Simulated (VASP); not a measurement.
Wanted: the native input for a VASP 6.6.1 run.

- Task: single point
- Functional: PBE
- Potentials or basis: VASP PAW PBE potentials, release 64 (Al, N)
- Cutoff: 520 eV
- k mesh: 17 × 17 × 17
- Occupations: fermi-dirac, width 0.05 eV
- Spin: no spin polarisation
- Dipole correction: no
- Further INCAR settings: ALGO = Normal; EDIFF = 1e-06; NBANDS = 11

The structure of AlN (rocksalt type) lies in POSCAR:

```
AlN
1.0
    0.0000000000      1.9937293066      1.9937293066
    1.9937293066      0.0000000000      1.9937293066
    1.9937293066      1.9937293066      0.0000000000
Al N
1 1
Direct
    0.0000000000      0.0000000000      0.0000000000
    0.5000000000      0.5000000000      0.5000000000
```

This cell differs from its parent crystal: volume scaled by 0.94.

One way to write it, as run:

INCAR

```
PREC = Accurate ; ENCUT = 520
EDIFF = 1E-6 ; ISMEAR = -1
SIGMA = 0.05 ; LREAL = F
LASPH = T ; NELM = 100
ALGO = Normal ; ISIF = 2
LWAVE = F ; LCHARG = F
GGA = PE ; NBANDS = 11
```

KPOINTS

```
regular mesh
0
Gamma
  17 17 17
```

Potentials or basis: VASP PAW PBE potentials, release 64 (Al, N).

Run with:

```bash
$ cat potpaw_PBE.64/Al/POTCAR potpaw_PBE.64/N/POTCAR > POTCAR
$ mpirun -np 1 vasp_std > vasp.out
```

Results of the run:

| Property | Result |
| --- | --- |
| Pressure | 17.3 GPa |
| Band gap on the k mesh | 5.07 eV, indirect (least direct gap 6.29 eV) |

Run time: 9.2 s on 1 thread of Intel(R) Xeon(R) 6975P-C (Granite Rapids), with other jobs on the host, peak memory 0.15 GiB.
